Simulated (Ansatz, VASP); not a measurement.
One calculation of C, two programs

The input INCAR:

```
PREC = Accurate
ENCUT = 520
EDIFF = 1E-6
ISMEAR = 0
SIGMA = 0.05
LREAL = F
LASPH = T
NELM = 60
ALGO = Normal
ISIF = 2
LWAVE = F
LCHARG = F
NBANDS = 26
```

File KPOINTS:

```
regular mesh
0
Gamma
  8 8 8
```

Contents of POSCAR:

```
C
1.0
    1.2448267533      2.6070690623     -3.2330688693
    1.3892030677     -2.6244343673     -3.1855849501
   -3.0132332940      0.1161245008     -3.3216347804
C
8
Direct
    1.0145472003      0.3329149067      0.5430843868
    0.3241925944      0.9748056687      0.7344386836
    0.9094947637      0.9620465654      0.1537362559
    0.4957705111      0.4534520540      0.1024308437
    0.1058685843      0.5218445679      0.4192852994
    0.5588980817      0.1191571357      0.3120572902
    0.0508344437      0.0076516073      0.8940699706
    0.5403938208      0.6281274944      0.8408972697
```

Input for Ansatz:

```yaml
crystal:
  lattice:
    - [1.2448267533, 2.6070690623, -3.2330688693]
    - [1.3892030677, -2.6244343673, -3.1855849501]
    - [-3.013233294, 0.1161245008, -3.3216347804]
  atoms:
    - { symbol: C, position: [1.0145472003, 0.3329149067, 0.5430843868] }
    - { symbol: C, position: [0.3241925944, 0.9748056687, 0.7344386836] }
    - { symbol: C, position: [0.9094947637, 0.9620465654, 0.1537362559] }
    - { symbol: C, position: [0.4957705111, 0.453452054, 0.1024308437] }
    - { symbol: C, position: [0.1058685843, 0.5218445679, 0.4192852994] }
    - { symbol: C, position: [0.5588980817, 0.1191571357, 0.3120572902] }
    - { symbol: C, position: [0.0508344437, 0.0076516073, 0.8940699706] }
    - { symbol: C, position: [0.5403938208, 0.6281274944, 0.8408972697] }
basis:
  ecutwfc: 420
kpoints:
  mp_grid: { grid: [8, 8, 8] }
hamiltonian:
  xc: lda
scf:
  occupations: { method: gaussian, width: 0.05 }
output:
  forces: true
  stress: true
  eigenvalues: true
```

Change from the starting cell: all atoms moved at random (sigma 0.3 Å a component), cell strained at random (sigma 0.05).

Alike in both runs: task single point; functional LDA; k mesh 8 × 8 × 8; occupations gaussian, width 0.05 eV; no spin polarisation.

|  | VASP | Ansatz |
| --- | --- | --- |
| version | VASP 6.6.1 | Ansatz 0.2.0 |
| potentials or method | VASP PAW LDA potentials, release 64 (C), cutoff 520 eV | scalar-relativistic, plane waves, PAW |
| valence electrons in the cell | 32 | 32 |

```csv
,VASP,Ansatz,Ansatz less VASP
gap on the k mesh at the Fermi level (eV),none,none,-
pressure (GPa),85.6,83.2,-2.42
"traceless stress, the component that is largest in VASP (GPa)",88.51,85.94,-2.569
rms of the force components (eV/Å),23.277,22.607,-0.6696
```

LDA's correlation is that of Perdew and Zunger in VASP and of Perdew and Wang (1992) in Ansatz. Atom by atom the forces differ by 0.712 eV/Å (rms over components). A gap of «none» marks a metal or a gap that the smearing closes. Both programs put the cell under a high pressure, so it lies far from rest at this level.

Noted on VASP's run: the cell as given lies far from equilibrium.
